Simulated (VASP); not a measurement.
Write the native input for VASP 6.6.1 that does the following.

| Item | Value |
| --- | --- |
| Task | single point |
| Functional | PBE |
| Potentials or basis | VASP PAW PBE potentials, release 64 (Cs_sv, Cl) |
| Cutoff | 500 eV |
| k mesh | 6 × 6 × 6 |
| Occupations | gaussian, width 0.01 eV |
| Spin | no spin polarisation |
| Dipole correction | no |
| Further INCAR settings | ALGO = Normal; EDIFF = 1e-06; NBANDS = 15 |

The structure of CsCl lies in POSCAR:

```
CsCl
1.0
    4.1604722611      0.0000000000      0.0000000000
    0.0000000000      4.1604722611      0.0000000000
    0.0000000000      0.0000000000      4.1604722611
Cs Cl
1 1
Direct
    0.0000000000      0.0000000000      0.0000000000
    0.5000000000      0.5000000000      0.5000000000
```

The input as run:

INCAR

```
SYSTEM = CsCl
PREC = Accurate
ENCUT = 500
EDIFF = 1E-6
ISMEAR = 0
SIGMA = 0.01
LREAL = .False.
LASPH = .True.
NELM = 120
ALGO = Normal
ISIF = 2
LWAVE = .False.
LCHARG = .False.
GGA = PE
NBANDS = 15
GGA_COMPAT = .False.
```

KPOINTS

```
Automatic mesh
0
Gamma
  6 6 6
  0 0 0
```

Potentials or basis: VASP PAW PBE potentials, release 64 (Cs_sv, Cl).

The run is started by

```bash
$ cat potpaw_PBE.64/Cs_sv/POTCAR potpaw_PBE.64/Cl/POTCAR > POTCAR
$ mpirun -np 1 vasp_std > vasp.out
```

Results of the run:

```
Pressure               : 0.5 GPa
Band gap on the k mesh : 5.14 eV
```

Caveat: spin-orbit coupling is left out, which moves the levels of the heavy elements.

Run time: 23 s on 1 thread of Intel Xeon 8259CL, with other jobs on the host, peak memory 0.17 GiB.
